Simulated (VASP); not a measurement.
# AlN (Pm) in VASP: notebook

The runs below take AlN through single point, with PBE.

Program: VASP 6.6.1. These are calculated values, not measurements. Logs are shortened: lines on timing, memory, paths and dates and some standing lists are left out, and cuts for length are marked.

### Step 1. The cell of the first run

Symmetry: Pm, No. 6, monoclinic system. The conventional cell has a = 3.313 Å, b = 4.187 Å, c = 5.739 Å, α = 90.00°, β = 90.00°, γ = 90.00°. Within 1.6 Å of Al (site symmetry m) lie 1 N at 1.20 Å. Al (site symmetry m) has 5 N at 1.91 to 2.09 Å within 2.5 Å. Within 2.5 Å of Al (site symmetry m) lie 5 N at 1.91 to 2.09 Å and 2 Al at 2.41 Å. Within 2.5 Å of Al (site symmetry m) lie 5 N at 1.91 to 2.09 Å. N (site symmetry m) has 5 Al at 1.91 to 2.24 Å within 2.5 Å. Within 2.5 Å of N (site symmetry m) lie 5 Al at 1.91 to 2.09 Å. Within 1.6 Å of N (site symmetry m) lie 1 Al at 1.20 Å. N (site symmetry m) has 5 Al at 1.91 to 2.19 Å within 2.5 Å.

### Step 2. Single point, PBE (atom 1 (Al) moved by +0.504 Å along [1 0 0] and -0.630 Å along [1 2 0])

The input, INCAR:

```
SYSTEM = AlN
ALGO = Normal ; EDIFF = 1E-7
ENCUT = 520 ; GGA = PE
ISIF = 2 ; ISMEAR = 0
LASPH = .True. ; LCHARG = .False.
LREAL = .False. ; LWAVE = .False.
NBANDS = 26 ; NELM = 100
PREC = Accurate ; SIGMA = 0.05
```

The input, KPOINTS:

```
k-points
0
Gamma
  8 6 4
  0 0 0
```

The input, POSCAR:

```
AlN
1.0
   -1.6567491617      2.8695737234      0.0000000000
    0.0000000000      0.0000000000      4.1874629526
    4.9702474850      2.8695737234      0.0000000000
Al N
4 4
Direct
    0.2592888462      0.7500000000      0.1878330167
    0.0000000000      0.7500000000      0.6666666667
    0.0000000000      0.2500000000      0.3333333333
    0.5000000000      0.2500000000      0.8333333333
    0.5000000000      0.2500000000      0.1666666667
    0.0000000000      0.2500000000      0.6666666667
    0.0000000000      0.7500000000      0.3333333333
    0.5000000000      0.7500000000      0.8333333333
```

Potentials or basis: VASP PAW PBE potentials, release 64 (Al, N).

Command:

```sh
> cat potpaw_PBE.64/Al/POTCAR potpaw_PBE.64/N/POTCAR > POTCAR
> mpirun -np 1 vasp_std > vasp.out
```

OUTCAR:

```text
SYSTEM = AlN
   EDIFF = 1E-7
   ENCUT = 520
   GGA = PE
   ISIF = 2
   ISMEAR = 0
   LASPH = .True.
   LREAL = .False.
   NELM = 100
   PREC = Accurate

 ion  position               nearest neighbor table
   1  0.259  0.750  0.188-   7 1.20   8 2.19   5 2.24   5 2.24   3 2.41   3 2.41   2 2.88   4 3.03
                             4 3.03   2 3.11   3 3.33   3 3.33
   2  0.000  0.750  0.667-   8 1.91   8 1.91   7 1.91   6 2.09   6 2.09   4 2.84   4 2.84   4 2.84
                             4 2.84   3 2.84   3 2.84   1 2.88   1 3.11
   3  0.000  0.250  0.333-   5 1.91   5 1.91   6 1.91   7 2.09   7 2.09   1 2.41   1 2.41   2 2.84
                             2 2.84   4 3.31   4 3.31   4 3.31   4 3.31   1 3.33   1 3.33
   4  0.500  0.250  0.833-   6 1.91   6 1.91   5 1.91   8 2.09   8 2.09   2 2.84   2 2.84   2 2.84
                             2 2.84   1 3.03   1 3.03   3 3.31   3 3.31   3 3.31   3 3.31
   5  0.500  0.250  0.167-   3 1.91   3 1.91   4 1.91   1 2.24   1 2.24
   6  0.000  0.250  0.667-   4 1.91   4 1.91   3 1.91   2 2.09   2 2.09
   7  0.000  0.750  0.333-   1 1.20   2 1.91   3 2.09   3 2.09
   8  0.500  0.750  0.833-   2 1.91   2 1.91   4 2.09   4 2.09   1 2.19

 -----------------------------------------------------------------------------
|                                                                             |
|           W    W    AA    RRRRR   N    N  II  N    N   GGGG   !!!           |
|           W    W   A  A   R    R  NN   N  II  NN   N  G    G  !!!           |
|           W    W  A    A  R    R  N N  N  II  N N  N  G       !!!           |
|           W WW W  AAAAAA  RRRRR   N  N N  II  N  N N  G  GGG   !            |
|           WW  WW  A    A  R   R   N   NN  II  N   NN  G    G                |
|           W    W  A    A  R    R  N    N  II  N    N   GGGG   !!!           |
|                                                                             |
|     The distance between some ions is very small. Please check the          |
|     nearest-neighbor list in the OUTCAR file.                               |
|     I HOPE YOU KNOW WHAT YOU ARE DOING!                                     |
|                                                                             |
 -----------------------------------------------------------------------------

  LATTYP: Found a simple orthorhombic cell.
 ALAT       =     3.3134983233
 B/A-ratio  =     1.2637588868
 C/A-ratio  =     1.7320508076

  Lattice vectors:

 A1 = (  -1.6567491617,   2.8695737234,   0.0000000000)
 A2 = (   0.0000000000,   0.0000000000,   4.1874629526)
 A3 = (   4.9702474850,   2.8695737234,   0.0000000000)

Analysis of symmetry for initial positions (statically):
=====================================================================
 Subroutine PRICEL returns:
 Original cell was already a primitive cell.
[... 144 lines left out ...]
   POTIM  = 0.5000    time-step for ionic-motion
   TEBEG  =    0.0;   TEEND  =   0.0 temperature during run
   PSTRESS=    0.0 pullay stress
   NELECT =      32.0000    total number of electrons
   NUPDOWN=      -1.0000    fix difference up-down
   EMIN   =  10.00;   EMAX   =-10.00  energy-range for DOS
   EFERMI =   0.00;   METHOD = LEGACY
   ISMEAR =     0;   SIGMA  =   0.05  broadening in eV -4-tet -1-fermi 0-gaus
   EFERMI_NEDOS =   21; number of points for ismear=-14 and -15
   IALGO  =     38    algorithm
   IMIX   =      4    mixing-type and parameters
     AMIX     =   0.40;   BMIX     =  1.00
     AMIX_MAG =   1.60;   BMIX_MAG =  1.00
  volume/ion in A,a.u.               =       9.95        67.17
  Fermi-wavevector in a.u.,A,eV,Ry     =   1.208082  2.282944 19.857191  1.459462
  Thomas-Fermi vector in A             =   2.343701
   LORBIT       =      0    0 simple, 1 ext, 2 COOP (PROOUT), +10 PAW based schemes
   GGA     = PE    functional components
   LHFCALC =     F    Hartree Fock is set to
   AEXX    =    0.0000 exact exchange contribution
   IVDW    =     0    specifies the selected vdW correction
   LEPSILON=     F    determine dielectric tensor
   LRPA    =     F    only Hartree local field effects (RPA)
 non-spin polarized calculation
 Gauss-broadening in eV      SIGMA  =   0.05
  energy-cutoff  :      520.00
  volume of cell :       79.63
 maximum number of plane-waves:      2174
 NGX is ok and might be reduce to    28
   NGX = 13   NGY = 15   NGZ = 21

 number of electron      31.9999993 magnetization

 Free energy of the ion-electron system (eV)
  ---------------------------------------------------
  ext. energy  EPLUGINS =         0.00000000
  ---------------------------------------------------
  free energy    TOTEN  =       -45.16108512 eV

  energy without entropy =      -45.16108512  energy(sigma->0) =      -45.16108512

 E-fermi :   7.9565     XC(G=0): -11.1117

 val. band max:        7.6833195663   @ k =   0.0000   0.0000   0.0000
 cond. band min:      10.3695094474   @ k =   0.0000   0.0000   0.0000
 fundamental gap:      2.6861898811
 Fermi energy:         7.9565467470

 k-point     1 :       0.0000    0.0000    0.0000
  band No.  band energies     occupation
      1      -8.8910      2.00000
      2      -7.0752      2.00000
      3      -5.9026      2.00000
      4      -5.1854      2.00000
      5       0.7584      2.00000
      6       1.3344      2.00000
[... 685 lines left out ...]
     25      17.5960      0.00000
     26      17.8636      0.00000

 [... further k-points ...]
[... 5 lines left out ...]
  --------------------------------------------------------------------------------------
  -------------------------------------------------------------------------------------
  Total       63.5913354      2.8420526      1.8504552    -17.6231811      0.0000000      0.0000000
  in kB     1279.4502760     57.1817677     37.2309428   -354.5763552      0.0000000      0.0000000
  external PRESSURE =     457.9543288 kB  Pullay stress =       0.0000000 kB

 VOLUME and BASIS-vectors are now :
 -----------------------------------------------------------------------------
  energy-cutoff  :      520.00
  volume of cell :       79.63
      direct lattice vectors                 reciprocal lattice vectors
    -1.656749162  2.869573723  0.000000000    -0.150897919  0.261362862  0.000000000
     0.000000000  0.000000000  4.187462953     0.000000000  0.000000000  0.238808083
     4.970247485  2.869573723  0.000000000     0.150897919  0.087120954  0.000000000

 POSITION                                       TOTAL-FORCE (eV/Angst)
 -----------------------------------------------------------------------------------
      0.50400      1.28305      3.14060       -60.728379     18.484082      0.000000
      3.31350      1.91305      3.14060         0.286884     -0.338702      0.000000
      1.65675      0.95652      1.04687         1.756271     -0.817823      0.000000
      3.31350      3.82610      1.04687         0.115146      0.326574      0.000000
      0.00000      1.91305      1.04687         1.271481     -1.207030      0.000000
      3.31350      1.91305      1.04687        -0.413168     -0.207694      0.000000
      1.65675      0.95652      3.14060        56.588375    -15.700238      0.000000
      3.31350      3.82610      3.14060         1.123389     -0.539168      0.000000
 -----------------------------------------------------------------------------------
    total drift:                               -0.000386      0.000185      0.000000

  FREE ENERGIE OF THE ION-ELECTRON SYSTEM (eV)
  ---------------------------------------------------
  free  energy   TOTEN  =       -45.1610851211 eV

  energy  without entropy=      -45.1610851211  energy(sigma->0) =      -45.16108512
```

stdout:

```text
POSCAR found type information on POSCAR AlN
 POSCAR found :  2 types and       8 ions
 scaLAPACK will be used
 LDA part: xc-table for (Slater+PW92), standard interpolation
 -----------------------------------------------------------------------------
|                                                                             |
|           W    W    AA    RRRRR   N    N  II  N    N   GGGG   !!!           |
|           W    W   A  A   R    R  NN   N  II  NN   N  G    G  !!!           |
|           W    W  A    A  R    R  N N  N  II  N N  N  G       !!!           |
|           W WW W  AAAAAA  RRRRR   N  N N  II  N  N N  G  GGG   !            |
|           WW  WW  A    A  R   R   N   NN  II  N   NN  G    G                |
|           W    W  A    A  R    R  N    N  II  N    N   GGGG   !!!           |
|                                                                             |
|     The distance between some ions is very small. Please check the          |
|     nearest-neighbor list in the OUTCAR file.                               |
|     I HOPE YOU KNOW WHAT YOU ARE DOING!                                     |
|                                                                             |
 -----------------------------------------------------------------------------

 POSCAR, INCAR and KPOINTS ok, starting setup
 FFT: planning ... GRIDC
 FFT: planning ... GRID_SOFT
 FFT: planning ... GRID
 WAVECAR not read
 entering main loop
```

It took 3.1 min on 1 thread of Intel Xeon 8259CL, shared host; peak memory 0.26 GiB.

What came out:

| Property | Result |
| --- | --- |
| Free energy | -45.1611 eV |
| Pressure | 45.8 GPa |
| Largest force | 63.479 eV/Å |
| Band gap on the k mesh | 2.69 eV |

Forces on the atoms (eV/Å):
```
Al  -60.728  18.484   0.000
Al    0.287  -0.339   0.000
Al    1.756  -0.818   0.000
Al    0.115   0.327   0.000
N     1.271  -1.207   0.000
N    -0.413  -0.208   0.000
N    56.588 -15.700   0.000
N     1.123  -0.539   0.000
```

Caveat: the cell differs from its parent crystal (atom 1 (Al) moved by +0.504 Å along [1 0 0] and -0.630 Å along [1 2 0]); atoms lie so close that the PAW spheres overlap strongly, which falsifies energies and pressures; the cell stands under pressure; forces of over 1 eV/Å act on the atoms, so gaps and moduli don't describe the material at rest.

### Step 3. Single point, PBE (atom 1 (Al) moved by -0.252 Å along [1 0 0] and -0.630 Å along [1 2 0])

The input, INCAR:

```
SYSTEM = AlN
PREC = Accurate
ENCUT = 520
EDIFF = 1E-6
ISMEAR = 0
SIGMA = 0.05
LREAL = .False.
LASPH = .True.
NELM = 100
ALGO = Normal
ISIF = 2
LWAVE = .False.
LCHARG = .True.
GGA = PE
LELF = .True.
LVHAR = .True.
NBANDS = 26
```

The input, KPOINTS:

```
Automatic mesh
0
Gamma
  8 6 4
  0 0 0
```

POSCAR: that of step 2 with these lines changed.

```diff
@@ -8,3 +8,3 @@
 Direct
-    0.2592888462      0.7500000000      0.1878330167
+    0.3733676726      0.7500000000      0.0737541903
     0.0000000000      0.7500000000      0.6666666667
```

Potentials or basis: VASP PAW PBE potentials, release 64 (Al, N).

Command:

```sh
> cat potpaw_PBE.64/Al/POTCAR potpaw_PBE.64/N/POTCAR > POTCAR
> mpirun -np 1 vasp_std > vasp.out
```

It took 2.7 min on 1 thread of Intel Xeon 8259CL, shared host; peak memory 0.26 GiB.

It converged, with:

```yaml
Free_energy: -53.6284 eV
Pressure: 17.3 GPa
Largest_force: 23.710 eV/Å
Band_gap_on_the_k_mesh: 1.41 eV (least direct gap 1.47 eV)
```

Forces in eV/Å, atoms in the order of the input:
```
Al   21.966   8.925   0.000
Al   -2.800  -2.061   0.000
Al   -0.339  -0.593   0.000
Al   -0.548   0.358   0.000
N    -1.554  -2.057   0.000
N     1.046   0.548   0.000
N    -0.523  -0.316   0.000
N   -17.248  -4.806   0.000
```

Stress tensor (GPa, compression positive):
```
47.76 11.28  0.00
11.28  2.62  0.00
 0.00  0.00  1.67
```

Levels at points of the mesh, in eV from the valence-band top:
```
           k point  band 12  band 13  band 14  band 15  band 16  band 17  band 18  band 19  band 20  band 21
(0.00, 0.00, 0.00)    -3.19    -2.90    -2.13    -0.24    -0.06     1.41     3.14     4.21     6.13     6.34
(0.50, 0.00, 0.00)    -4.03    -2.80    -2.49    -2.29    -1.99     4.10     4.13     5.47     5.75     6.81
(0.00, 0.50, 0.00)    -2.93    -2.70    -1.89    -1.71    -0.55     2.55     4.19     4.99     5.80     7.49
(0.50, 0.50, 0.00)    -4.72    -2.40    -1.92    -0.73    -0.49     4.48     4.55     5.84     6.32     7.64
(0.00, 0.00, 0.50)    -3.31    -2.77    -2.43    -0.76     0.00     2.36     4.51     5.32     5.48     6.97
(0.50, 0.00, 0.50)    -3.55    -2.99    -2.51    -1.95    -1.43     2.60     3.76     5.22     5.93     6.54
(0.00, 0.50, 0.50)    -2.86    -2.76    -1.73    -1.59    -0.62     2.27     4.30     4.71     6.35     7.60
(0.50, 0.50, 0.50)    -3.55    -3.07    -2.54    -1.44    -0.88     3.54     3.76     4.91     5.23     7.88
```

Caveat: the cell differs from its parent crystal (atom 1 (Al) moved by -0.252 Å along [1 0 0] and -0.630 Å along [1 2 0]); the cell stands under pressure; forces of over 1 eV/Å act on the atoms, so gaps and moduli don't describe the material at rest.

### Step 4. Single point, PBE (atom 1 (Al) moved by +0.126 Å along [1 0 0] and -0.252 Å along [1 2 0])

The input, INCAR:

```
SYSTEM = AlN
  ALGO = Normal
  EDIFF = 1E-6
  ENCUT = 520
  GGA = PE
  ISIF = 2
  ISMEAR = 0
  LASPH = .True.
  LCHARG = .False.
  LREAL = .False.
  LWAVE = .False.
  NBANDS = 26
  NELM = 60
  PREC = Accurate
  SIGMA = 0.05
```

The input, KPOINTS:

```
k-points
0
Gamma
  8 6 4
  0 0 0
```

POSCAR: that of step 3 with these lines changed.

```diff
@@ -8,3 +8,3 @@
 Direct
-    0.3733676726      0.7500000000      0.0737541903
+    0.4151234211      0.7500000000      0.1637253241
     0.0000000000      0.7500000000      0.6666666667
```

Potentials or basis: VASP PAW PBE potentials, release 64 (Al, N).

Command:

```sh
> cat potpaw_PBE.64/Al/POTCAR potpaw_PBE.64/N/POTCAR > POTCAR
> mpirun -np 1 vasp_std > vasp.out
```

OUTCAR:

```text
SYSTEM = AlN
   EDIFF = 1E-6
   ENCUT = 520
   GGA = PE
   ISIF = 2
   ISMEAR = 0
   LASPH = .True.
   LREAL = .False.
   NELM = 60
   PREC = Accurate

 ion  position               nearest neighbor table
   1  0.415  0.750  0.164-   7 1.69   8 1.92   5 2.11   5 2.11   7 2.17   3 2.69   3 2.69   4 2.84
                             4 2.84   3 3.01   3 3.01   2 3.17   2 3.20
   2  0.000  0.750  0.667-   8 1.91   8 1.91   7 1.91   6 2.09   6 2.09   4 2.84   4 2.84   4 2.84
                             4 2.84   3 2.84   3 2.84   1 3.17   1 3.20
   3  0.000  0.250  0.333-   5 1.91   5 1.91   6 1.91   7 2.09   7 2.09   1 2.69   1 2.69   2 2.84
                             2 2.84   1 3.01   1 3.01   4 3.31   4 3.31   4 3.31   4 3.31
   4  0.500  0.250  0.833-   6 1.91   6 1.91   5 1.91   8 2.09   8 2.09   2 2.84   2 2.84   2 2.84
                             2 2.84   1 2.84   1 2.84   3 3.31   3 3.31   3 3.31   3 3.31
   5  0.500  0.250  0.167-   3 1.91   3 1.91   4 1.91   1 2.11   1 2.11
   6  0.000  0.250  0.667-   4 1.91   4 1.91   3 1.91   2 2.09   2 2.09
   7  0.000  0.750  0.333-   1 1.69   2 1.91   3 2.09   3 2.09   1 2.17
   8  0.500  0.750  0.833-   2 1.91   2 1.91   1 1.92   4 2.09   4 2.09

  LATTYP: Found a simple orthorhombic cell.
 ALAT       =     3.3134983233
 B/A-ratio  =     1.2637588868
 C/A-ratio  =     1.7320508076

  Lattice vectors:

[... 199 lines left out ...]

 k-point     1 :       0.0000    0.0000    0.0000
  band No.  band energies     occupation
      1      -8.8562      2.00000
      2      -7.0165      2.00000
      3      -5.8639      2.00000
      4      -5.2564      2.00000
      5       1.0732      2.00000
      6       1.4314      2.00000
[... 685 lines left out ...]
     25      17.9583      0.00000
     26      18.0096      0.00000

 [... further k-points ...]
[... 5 lines left out ...]
  --------------------------------------------------------------------------------------
  -------------------------------------------------------------------------------------
  Total        5.0920590     -0.6363835      0.0266549     -2.2637819      0.0000000      0.0000000
  in kB      102.4516350    -12.8039630      0.5362942    -45.5470288      0.0000000      0.0000000
  external PRESSURE =      30.0613220 kB  Pullay stress =       0.0000000 kB

 VOLUME and BASIS-vectors are now :
 -----------------------------------------------------------------------------
  energy-cutoff  :      520.00
  volume of cell :       79.63
      direct lattice vectors                 reciprocal lattice vectors
    -1.656749162  2.869573723  0.000000000    -0.150897919  0.261362862  0.000000000
     0.000000000  0.000000000  4.187462953     0.000000000  0.000000000  0.238808083
     4.970247485  2.869573723  0.000000000     0.150897919  0.087120954  0.000000000

 POSITION                                       TOTAL-FORCE (eV/Angst)
 -----------------------------------------------------------------------------------
      0.12600      1.66105      3.14060        -4.191863      3.688207      0.000000
      3.31350      1.91305      3.14060        -0.105217     -0.183715      0.000000
      1.65675      0.95652      1.04687         0.387344     -0.449334      0.000000
      3.31350      3.82610      1.04687        -0.064621      0.158504      0.000000
      0.00000      1.91305      1.04687         0.235944     -0.563429      0.000000
      3.31350      1.91305      1.04687         0.022268     -0.032037      0.000000
      1.65675      0.95652      3.14060         3.481985     -2.302093      0.000000
      3.31350      3.82610      3.14060         0.234158     -0.316104      0.000000
 -----------------------------------------------------------------------------------
    total drift:                                0.000256     -0.000187      0.000000

  FREE ENERGIE OF THE ION-ELECTRON SYSTEM (eV)
  ---------------------------------------------------
  free  energy   TOTEN  =       -57.9464491002 eV

  energy  without entropy=      -57.9464491002  energy(sigma->0) =      -57.94644910
```

Run time: 3 min. Hardware: 1 thread of Intel Xeon 8259CL, shared host; peak memory 0.26 GiB.

Results:

```yaml
Free_energy: -57.9464 eV
Pressure: 3.0 GPa
Largest_force: 5.583 eV/Å
Band_gap_on_the_k_mesh: 3.18 eV
```

Forces on the atoms (eV/Å):
```
Al  -4.192  3.688  0.000
Al  -0.105 -0.184  0.000
Al   0.387 -0.449  0.000
Al  -0.065  0.159  0.000
N    0.236 -0.563  0.000
N    0.022 -0.032  0.000
N    3.482 -2.302  0.000
N    0.234 -0.316  0.000
```

Levels at points of the mesh, in eV from the valence-band top:
```csv
k point,band 14,band 15,band 16,band 17,band 18,band 19
"(0.00, 0.00, 0.00)",-1.51,-1.36,0.00,3.18,3.81,4.35
"(0.50, 0.00, 0.00)",-2.48,-2.23,-2.12,5.51,5.71,5.88
"(0.00, 0.50, 0.00)",-2.11,-1.76,-1.70,4.98,5.01,5.60
"(0.50, 0.50, 0.00)",-1.08,-1.03,-0.93,5.74,6.01,6.20
"(0.00, 0.00, 0.50)",-1.33,-1.14,-1.06,4.55,4.79,5.89
"(0.50, 0.00, 0.50)",-2.69,-1.60,-1.31,3.79,3.97,6.99
"(0.00, 0.50, 0.50)",-1.87,-1.87,-1.78,5.11,5.24,5.39
"(0.50, 0.50, 0.50)",-1.76,-1.72,-1.61,4.87,4.94,5.16
```

Caveat: the cell differs from its parent crystal (atom 1 (Al) moved by +0.126 Å along [1 0 0] and -0.252 Å along [1 2 0]); the cell stands under pressure; forces of over 1 eV/Å act on the atoms, so gaps and moduli don't describe the material at rest.

(Continued in part 2 of 2.)
